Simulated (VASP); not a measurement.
Set up this calculation in VASP 6.6.1, as the native input.

| Quantity | Value |
| --- | --- |
| Task | single point |
| Functional | PBE |
| Potentials or basis | VASP PAW PBE potentials, release 64 (Se, Zn) |
| Cutoff | 520 eV |
| k mesh | 7 × 7 × 5 |
| Occupations | fermi-dirac, width 0.05 eV |
| Spin | no spin polarisation |
| Dipole correction | no |
| Further INCAR settings | ALGO = Normal; EDIFF = 1e-06; NBANDS = 26 |

The structure of ZnSe lies in POSCAR:

```
ZnSe
1.0
    4.1077020000      0.0000000000      0.0000000000
    0.0000000000      4.1077020000      0.0000000000
    0.0000000000      0.0000000000      6.0703500000
Se Zn
2 2
Direct
    0.5000000000      0.0000000000      0.7537200000
    0.0000000000      0.5000000000      0.2462800000
    0.5000000000      0.5000000000      0.0000000000
    0.0000000000      0.0000000000      0.0000000000
```

The input as run:

INCAR

```
ALGO = Normal
EDIFF = 1E-6
ENCUT = 520
GGA = PE
ISIF = 2
ISMEAR = -1
LASPH = T
LCHARG = F
LREAL = F
LWAVE = F
NBANDS = 26
NELM = 60
PREC = Accurate
SIGMA = 0.05
```

KPOINTS

```
k-points
0
Gamma
  7 7 5
```

Potentials or basis: VASP PAW PBE potentials, release 64 (Se, Zn).

Launch:

```bash
$ cat potpaw_PBE.64/Se/POTCAR potpaw_PBE.64/Zn/POTCAR > POTCAR
$ mpirun -np 1 vasp_std > vasp.out
```

It gave:

```json
{
 "Pressure": "0.0 GPa",
 "Largest force": "0.049 eV/Å",
 "Band gap on the k mesh": "1.95 eV"
}
```

Caveat: an odd mesh through Γ misses points on the zone boundary, where band edges can lie.

Run time: 71 s on 1 thread of Intel Xeon 8259CL, with other jobs on the host, peak memory 0.25 GiB.
